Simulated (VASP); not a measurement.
# CuGe4 in VASP: notebook

Runs on CuGe4. Level: PBE+D3(BJ). Tasks: single point.

Program: VASP 6.6.1. These are calculated values, not measurements. Logs are shortened: lines on timing, memory, paths and dates and some standing lists are left out, and cuts for length are marked.

## 1. The cell of the first run

The cell holds a slab with vacuum, 5 atoms: a = 4.030 Å, b = 4.030 Å, c = 21.498 Å, α = 90.00°, β = 90.00°, γ = 120.00°.

## 2. Single point, PBE+D3(BJ)

Contents of INCAR:

```
SYSTEM = CuGe4
  PREC = Accurate
  ENCUT = 520
  EDIFF = 1E-6
  ISMEAR = 0
  SIGMA = 0.1
  LREAL = .False.
  LASPH = .True.
  NELM = 100
  ALGO = Normal
  ISIF = 2
  LWAVE = .False.
  LCHARG = .False.
  LDIPOL = .True.
  IDIPOL = 3
  DIPOL = 0.5 0.5 0.335
  GGA = PE
  IVDW = 12
  NBANDS = 42
```

Contents of KPOINTS:

```
regular mesh
0
Gamma
  9 9 1
  0 0 0
```

Contents of POSCAR:

```
CuGe4
1.0
    4.0303587933      0.0000000000      0.0000000000
   -2.0151793967      3.4903931014      0.0000000000
    0.0000000000      0.0000000000     21.4984134729
Ge Cu
4 1
Direct
    0.3333333333      0.6666666667      0.1860602414
    0.0000000000      0.0000000000      0.2243278812
    0.0000000000      0.0000000000      0.3459155542
    0.6666666667      0.3333333333      0.3813496974
    0.6666666667      0.3333333333      0.5348493966
```

Potentials or basis: VASP PAW PBE potentials, release 64 (Ge_d, Cu).

Run with:

```bash
$ cat potpaw_PBE.64/Ge_d/POTCAR potpaw_PBE.64/Cu/POTCAR > POTCAR
$ mpirun -np 1 vasp_std > vasp.out
```

OUTCAR:

```text
SYSTEM = CuGe4
   PREC = Accurate
   ENCUT = 520
   EDIFF = 1E-6
   ISMEAR = 0
   LREAL = .False.
   LASPH = .True.
   NELM = 100
   ISIF = 2
   GGA = PE
   IVDW = 12
 IVDW          = 12

 ion  position               nearest neighbor table
   1  0.333  0.667  0.186-   2 2.47   2 2.47   2 2.47
   2  0.000  0.000  0.224-   1 2.47   1 2.47   1 2.47   3 2.61
   3  0.000  0.000  0.346-   4 2.45   4 2.45   4 2.45   2 2.61
   4  0.667  0.333  0.381-   3 2.45   3 2.45   3 2.45
   5  0.667  0.333  0.535-

  LATTYP: Found a hexagonal cell.
 ALAT       =     4.0303587933
 C/A-ratio  =     5.3341190141

  Lattice vectors:

 A1 = (   4.0303587933,   0.0000000000,   0.0000000000)
 A2 = (  -2.0151793967,   3.4903931014,   0.0000000000)
 A3 = (   0.0000000000,   0.0000000000,  21.4984134729)

Analysis of symmetry for initial positions (statically):
=====================================================================
 Subroutine PRICEL returns:
 Original cell was already a primitive cell.

 Routine SETGRP: Setting up the symmetry group for a
 hexagonal supercell.

 Subroutine GETGRP returns: Found  6 space group operations
 (whereof  6 operations were pure point group operations)
 out of a pool of 24 trial point group operations.

The static configuration has the point symmetry C_3v.

Analysis of symmetry for dynamics (positions and initial velocities):
=====================================================================
 Subroutine PRICEL returns:
 Original cell was already a primitive cell.

 Routine SETGRP: Setting up the symmetry group for a
 hexagonal supercell.

 Subroutine GETGRP returns: Found  6 space group operations
 (whereof  6 operations were pure point group operations)
 out of a pool of 24 trial point group operations.

The dynamic configuration has the point symmetry C_3v.

 Subroutine INISYM returns: Found  6 space group operations
 (whereof  6 operations are pure point group operations),
 and found     1 'primitive' translations

----------------------------------------------------------------------------------------

                                     Primitive cell

  volume of cell :     302.4297

  direct lattice vectors                    reciprocal lattice vectors
     4.030358793  0.000000000  0.000000000     0.248116868  0.143250340  0.000000000
    -2.015179397  3.490393101  0.000000000     0.000000000  0.286500681  0.000000000
     0.000000000  0.000000000 21.498413473     0.000000000  0.000000000  0.046515060

  length of vectors
     4.030358793  4.030358793 21.498413473     0.286500681  0.286500681  0.046515060

  position of ions in fractional coordinates (direct lattice)
     0.333333333  0.666666667  0.186060241
     0.000000000  0.000000000  0.224327881
     0.000000000  0.000000000  0.345915554
     0.666666667  0.333333333  0.381349697
     0.666666667  0.333333333  0.534849397

  ion indices of the primitive-cell ions
   primitive index   ion index
                 1           1
                 2           2
                 3           3
                 4           4
                 5           5

----------------------------------------------------------------------------------------

 KPOINTS: regular mesh

Automatic generation of k-mesh.
 Grid dimensions read from file:
 generate k-points for:    9    9    1

 Generating k-lattice:

  Cartesian coordinates                     Fractional coordinates (reciprocal lattice)
     0.027568541  0.015916704  0.000000000     0.111111111  0.000000000  0.000000000
     0.000000000  0.031833409  0.000000000     0.000000000  0.111111111  0.000000000
     0.000000000  0.000000000  0.046515060     0.000000000  0.000000000  1.000000000

  Length of vectors
     0.031833409  0.031833409  0.046515060

  Shift w.r.t. Gamma in fractional coordinates (k-lattice)
     0.000000000  0.000000000  0.000000000

 Subroutine IBZKPT returns following result:
 ===========================================

 Found     12 irreducible k-points:

 Following reciprocal coordinates:
            Coordinates               Weight
  0.000000  0.000000  0.000000      1.000000
  0.111111  0.000000  0.000000      6.000000
  0.222222 -0.000000  0.000000      6.000000
  0.333333 -0.000000  0.000000      6.000000
  0.444444 -0.000000  0.000000      6.000000
  0.111111  0.111111  0.000000      6.000000
  0.222222  0.111111  0.000000     12.000000
  0.333333  0.111111  0.000000     12.000000
  0.444444  0.111111  0.000000      6.000000
  0.222222  0.222222  0.000000      6.000000
  0.333333  0.222222  0.000000     12.000000
  0.333333  0.333333  0.000000      2.000000
   k-points           NKPTS =     12   k-points in BZ     NKDIM =     12   number of bands    NBANDS=     42
   number of dos      NEDOS =    301   number of ions     NIONS =      5
   total plane-waves  NPLWV = 144000
   dimension x,y,z NGX =    30 NGY =   30 NGZ =  160
   dimension x,y,z NGXF=    60 NGYF=   60 NGZF=  320
   ions per type =               4   1
   NGX,Y,Z   is equivalent  to a cutoff of  12.37, 12.37, 12.37 a.u.
   NGXF,Y,Z  is equivalent  to a cutoff of  24.75, 24.75, 24.75 a.u.
 SYSTEM =  CuGe4
   PREC   = accura    normal or accurate (medium, high low for compatibility)
   ISTART =      0    job   : 0-new  1-cont  2-samecut
   ICHARG =      2    charge: 1-file 2-atom 10-const
   ISPIN  =      1    spin polarized calculation?
   LNONCOLLINEAR =      F non collinear calculations
   LSORBIT =      F    spin-orbit coupling
   LASPH  =      T    aspherical Exc in radial PAW
   ENCUT  =  520.0 eV  38.22 Ry    6.18 a.u.   7.49  7.49 39.97*2*pi/ulx,y,z
   NELM   =    100;   NELMIN=  2; NELMDL= -5     # of ELM steps
   EDIFF  = 0.1E-05   stopping-criterion for ELM
   LREAL  =      F    real-space projection
   EDIFFG = 0.1E-04   stopping-criterion for IOM
   NSW    =      0    number of steps for IOM
   IBRION =     -1    ionic relax: 0-MD 1-quasi-New 2-CG
   NFREE  =      0    steps in history (QN), initial steepest desc. (CG)
   ISIF   =      2    stress and relaxation
   ISYM   =      2    0-nonsym 1-usesym 2-fastsym
   POTIM  = 0.5000    time-step for ionic-motion
   TEBEG  =    0.0;   TEEND  =   0.0 temperature during run
   PSTRESS=    0.0 pullay stress
   NELECT =      67.0000    total number of electrons
   NUPDOWN=      -1.0000    fix difference up-down
   EMIN   =  10.00;   EMAX   =-10.00  energy-range for DOS
   EFERMI =   0.00;   METHOD = LEGACY
   ISMEAR =     0;   SIGMA  =   0.10  broadening in eV -4-tet -1-fermi 0-gaus
   EFERMI_NEDOS =   21; number of points for ismear=-14 and -15
   IALGO  =     38    algorithm
   IMIX   =      4    mixing-type and parameters
     AMIX     =   0.40;   BMIX     =  1.00
     AMIX_MAG =   1.60;   BMIX_MAG =  1.00
  volume/ion in A,a.u.               =      60.49       408.18
  Fermi-wavevector in a.u.,A,eV,Ry     =   0.990585  1.871934 13.350826  0.981258
  Thomas-Fermi vector in A             =   2.122265
   LORBIT       =      0    0 simple, 1 ext, 2 COOP (PROOUT), +10 PAW based schemes
   GGA     = PE    functional components
   LHFCALC =     F    Hartree Fock is set to
   AEXX    =    0.0000 exact exchange contribution
   IVDW    =    12    specifies the selected vdW correction
   LEPSILON=     F    determine dielectric tensor
   LRPA    =     F    only Hartree local field effects (RPA)
 non-spin polarized calculation
 Gauss-broadening in eV      SIGMA  =   0.10
  energy-cutoff  :      520.00
  volume of cell :      302.43
 maximum number of plane-waves:      8193
 NGX is ok and might be reduce to    30
   NGX = 15   NGY = 15   NGZ = 79

 dipolmoment           0.000000      0.000000      0.145786 electrons x Angstroem

 number of electron      67.0000037 magnetization

 dipolmoment           0.000000      0.000000     -0.004032 electrons x Angstroem

 Free energy of the ion-electron system (eV)
  ---------------------------------------------------
  ext. energy  EPLUGINS =         0.00000000
  ---------------------------------------------------
  free energy    TOTEN  =       -17.87045237 eV

  energy without entropy =      -17.84843847  energy(sigma->0) =      -17.85944542

 E-fermi :  -1.3856     XC(G=0):  -4.6676

 val. band max:       -1.4459901808   @ k =   0.2222   0.1111   0.0000
 cond. band min:      -1.3365223393   @ k =   0.3333   0.2222   0.0000
 fundamental gap:      0.1094678415
 Fermi energy:        -1.3856260663

 k-point     1 :       0.0000    0.0000    0.0000
  band No.  band energies     occupation
      1     -25.7650      2.00000
      2     -25.7650      2.00000
      3     -25.7543      2.00000
      4     -25.7386      2.00000
      5     -25.7386      2.00000
      6     -25.7043      2.00000
[... 34 lines left out ...]
     41       2.8056      0.00000
     42       2.8065      0.00000

 k-point     2 :       0.1111    0.0000    0.0000
  band No.  band energies     occupation
      1     -25.7735      2.00000
      2     -25.7678      2.00000
      3     -25.7529      2.00000
      4     -25.7402      2.00000
      5     -25.7382      2.00000
      6     -25.6996      2.00000
[... 34 lines left out ...]
     41       2.7741      0.00000
     42       3.2964      0.00000

 k-point     3 :       0.2222   -0.0000    0.0000
  band No.  band energies     occupation
      1     -25.7840      2.00000
      2     -25.7727      2.00000
      3     -25.7540      2.00000
      4     -25.7432      2.00000
      5     -25.7371      2.00000
      6     -25.6894      2.00000
[... 357 lines left out ...]
      4     -25.7469      2.00000
      5     -25.7232      2.00000
      6     -25.6990      2.00000
[... 34 lines left out ...]
     41       3.4834      0.00000
     42       4.1913      0.00000

 k-point    12 :       0.3333    0.3333    0.0000
  band No.  band energies     occupation
      1     -25.7953      2.00000
      2     -25.7926      2.00000
      3     -25.7610      2.00000
      4     -25.7450      2.00000
      5     -25.7244      2.00000
      6     -25.6995      2.00000
[... 34 lines left out ...]
     41       4.7418      0.00000
     42       4.9973      0.00000

------------------------ aborting loop because EDIFF is reached ----------------------------------------

 vacuum level on the upper side and lower side of the slab       (xc-potential included)        -0.193        -0.072

 Edisp (eV)   -1.15077

 E8    (eV) :    -0.5280

  FORCE on cell =-STRESS in cart. coord.  units (eV):
  Direction    XX          YY          ZZ          XY          YZ          ZX
  --------------------------------------------------------------------------------------
  -------------------------------------------------------------------------------------
  Total      -1.66986    -1.66986    -3.23500     0.00000     0.00000    -0.00000
  in kB      -8.84642    -8.84642   -17.13800     0.00000     0.00000    -0.00000
  external pressure =      -11.61 kB  Pullay stress =        0.00 kB

 VOLUME and BASIS-vectors are now :
 -----------------------------------------------------------------------------
  energy-cutoff  :      520.00
  volume of cell :      302.43
      direct lattice vectors                 reciprocal lattice vectors
     4.030358793  0.000000000  0.000000000     0.248116868  0.143250340  0.000000000
    -2.015179397  3.490393101  0.000000000     0.000000000  0.286500681  0.000000000
     0.000000000  0.000000000 21.498413473     0.000000000  0.000000000  0.046515060

 POSITION                                       TOTAL-FORCE (eV/Angst)
 -----------------------------------------------------------------------------------
     -0.00000      2.32693      4.00000        -0.000000      0.000000      0.144305
      0.00000      0.00000      4.82269         0.000000      0.000000     -0.028061
      0.00000      0.00000      7.43664        -0.000000      0.000000     -0.115956
      2.01518      1.16346      8.19841         0.000000      0.000000      0.836768
      2.01518      1.16346     11.49841         0.000000     -0.000000     -0.837056
 -----------------------------------------------------------------------------------
    total drift:                               -0.000001     -0.000001     -0.004896

  FREE ENERGIE OF THE ION-ELECTRON SYSTEM (eV)
  ---------------------------------------------------
  free  energy   TOTEN  =       -19.0212209420 eV

  energy  without entropy=      -18.9992070386  energy(sigma->0) =      -19.01021399

 vacuum level on the upper side and lower side of the slab         3.018         3.125
```

Wall time 3.2 min (1 thread of Intel Xeon 6975P-C (Granite Rapids), shared host); peak memory 0.44 GiB.

Results:

```yaml
Free_energy: -19.0212 eV
Largest_force: 0.837 eV/Å
Band_gap_on_the_k_mesh: zero (an odd number of electrons rules out a gap without spin polarisation)
Dispersion_energy_per_atom: -0.230 eV
```

Forces on the atoms (eV/Å):
```
Ge   0.000  0.000  0.144
Ge   0.000  0.000 -0.028
Ge   0.000  0.000 -0.116
Ge   0.000  0.000  0.837
Cu   0.000  0.000 -0.837
```

## 3. Single point, PBE+D3(BJ)

Contents of INCAR:

```
ALGO = Normal ; DIPOL = 0.5 0.5 0.335
EDIFF = 1E-6 ; ENCUT = 520
GGA = PE ; IDIPOL = 3
ISIF = 2 ; ISMEAR = 0
IVDW = 12 ; LASPH = T
LCHARG = F ; LDIPOL = T
LREAL = F ; LWAVE = F
NBANDS = 42 ; NELM = 60
PREC = Accurate ; SIGMA = 0.1
```

Contents of KPOINTS:

```
k-points
0
Gamma
  9 9 1
```

POSCAR: that of step 2 with these lines changed.

```diff
@@ -12,2 +12,2 @@
     0.6666666667      0.3333333333      0.3813496974
-    0.6666666667      0.3333333333      0.5348493966
+    1.0000000000      1.0000000000      0.5348493966
```

Potentials or basis: VASP PAW PBE potentials, release 64 (Ge_d, Cu).

Run with:

```bash
$ cat potpaw_PBE.64/Ge_d/POTCAR potpaw_PBE.64/Cu/POTCAR > POTCAR
$ mpirun -np 1 vasp_std > vasp.out
```

It took 3.9 min on 1 thread of Intel Xeon 6975P-C (Granite Rapids), shared host; peak memory 0.43 GiB.

Results (log left out):

| Property | Result |
| --- | --- |
| Free energy | -18.7769 eV |
| Largest force | 0.400 eV/Å |
| Band gap on the k mesh | zero (an odd number of electrons rules out a gap without spin polarisation) |
| Dispersion energy per atom | -0.232 eV |

Forces on the atoms (eV/Å):
```
Ge   0.000  0.000  0.171
Ge   0.000  0.000 -0.137
Ge   0.000  0.000 -0.031
Ge   0.000  0.000  0.397
Cu   0.000  0.000 -0.400
```

Levels at points of the mesh, in eV from the Fermi level:
```csv
k point,band 31,band 32,band 33,band 34,band 35,band 36
"(0.00, 0.00, 0.00)",-0.57,-0.57,0.03,0.03,0.65,1.14
```

(Continued in part 2 of 2.)
